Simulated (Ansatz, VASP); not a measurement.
**Two plane-wave programs on W**

File INCAR:

```
PREC = Accurate ; ENCUT = 520
EDIFF = 1E-7 ; ISMEAR = -1
SIGMA = 0.1 ; LREAL = F
LASPH = T ; NELM = 100
ALGO = Normal ; ISIF = 2
LWAVE = F ; LCHARG = F
GGA = PE ; NBANDS = 28
```

Contents of KPOINTS:

```
Automatic mesh
0
Gamma
  9 9 14
```

File POSCAR:

```
W
1.0
    4.8673590597      0.0000000000      0.0000000000
   -2.4336795299      4.2152565950      0.0000000000
    0.0000000000      0.0000000000      2.7101347959
W
3
Direct
    0.0000000000      1.0000000000      0.0000000000
    0.3333333333      0.6666666667      0.5000000000
    0.6666666667      0.3333333333      0.5000000000
```

Input for Ansatz:

```yaml
crystal:
  lattice:
    - [4.8673590597, 0.0, 0.0]
    - [-2.4336795299, 4.215256595, 0.0]
    - [0.0, 0.0, 2.7101347959]
  atoms:
    - { symbol: W, position: [0.0, 1.0, 0.0] }
    - { symbol: W, position: [0.3333333333, 0.6666666667, 0.5] }
    - { symbol: W, position: [0.6666666667, 0.3333333333, 0.5] }
hamiltonian:
  xc: pbe
  pseudopotentials:
    kind: paw
    azcp:
      W: "pseudopotentials/W.paw.azcp"
basis:
  ecutwfc: 420
  fft_grid_basis: typed
kpoints:
  mp_grid: { grid: [9, 9, 14], shift: [0, 0, 0] }
magnetization:
  spin_polarized: false
scf:
  occupations: { method: fermi_dirac, width: 0.1 }
  lower_state_search: "off"
output:
  stress: true
  write_density: true
  write_potential: true
  elf: true
  volumetric_format: npy
```

Alike in both runs: task single point; functional PBE; k mesh 9 × 9 × 14; occupations fermi-dirac, width 0.1 eV; no spin polarisation.

```csv
,VASP,Ansatz
version,VASP 6.6.1,Ansatz 0.2.0
potentials or method,"VASP PAW PBE potentials, release 64 (W_sv), cutoff 520 eV","plane waves (420 eV) with PAW, scalar-relativistic"
valence electrons in the cell,42,42
```

```csv
,VASP,Ansatz,Ansatz less VASP
pressure (GPa),-24.3,-24.5,-0.22
"traceless stress, the component that is largest in VASP (GPa)",-2.31,-2.50,-0.186
```

With one functional, cell and mesh, what is left measures potentials, basis and numerics.

Neither program's run includes spin-orbit coupling.
